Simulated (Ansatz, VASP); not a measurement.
# Na in VASP and in Ansatz

Contents of INCAR:

```
PREC = Accurate ; ENCUT = 600
EDIFF = 1E-7 ; ISMEAR = 0
SIGMA = 0.1 ; LREAL = F
LASPH = T ; NELM = 60
ALGO = Fast ; ISIF = 3
LWAVE = F ; LCHARG = F
GGA = PS ; IBRION = 2
NSW = 80 ; EDIFFG = -0.01
```

The input KPOINTS:

```
Automatic mesh
0
Gamma
  14 14 14
```

File POSCAR:

```
Na
1.0
   -2.1359946788      2.1359946788      1.9827450006
    2.1359946788     -2.1359946788      1.9827450006
    2.1359946788      2.1359946788     -1.9827450006
Na
1
Direct
    0.0000000000      0.0000000000      0.0000000000
```

Input for Ansatz:

```yaml
crystal:
  lattice:
    - [-2.1359946788, 2.1359946788, 1.9827450006]
    - [2.1359946788, -2.1359946788, 1.9827450006]
    - [2.1359946788, 2.1359946788, -1.9827450006]
  atoms:
    - { symbol: Na, position: [0.0, 0.0, 0.0] }
basis:
  ecutwfc: 420
kpoints:
  mp_grid: { grid: [14, 14, 14] }
hamiltonian:
  xc: pbesol
scf:
  occupations: { method: gaussian, width: 0.1 }
output:
  forces: true
  stress: true
  eigenvalues: true
relax:
  adjacent_minimum: "off"
  f_tol: 0.01
  max_steps: 60
  cell: { stress_tol: 0.1 }
```

Alike in both runs: task relaxation of cell and atoms; functional PBEsol; k mesh 14 × 14 × 14; occupations gaussian, width 0.1 eV; no spin polarisation.

```csv
,VASP,Ansatz
version,VASP 6.6.1,Ansatz 0.2.0
potentials or method,"VASP PAW PBE potentials, release 64 (Na_pv), cutoff 600 eV","scalar-relativistic, plane waves, PAW"
valence electrons in the cell,7,9
```

```tsv
	VASP	Ansatz	Ansatz less VASP
gap on the k mesh at the Fermi level, each at its own relaxed structure (eV)	none	none	-
relaxed volume (Å³/atom)	36.29	36.35	+0.059
relaxed cell length with the largest relative difference (Å)	3.614	3.616	+0.0020
```

VASP's potentials were made for PBE, not for PBEsol. A gap of «none» marks a metal or a gap that the smearing closes. VASP's potentials hold 7 valence electrons a cell and Ansatz's 9, so a difference there can come from the potentials and not from the codes.
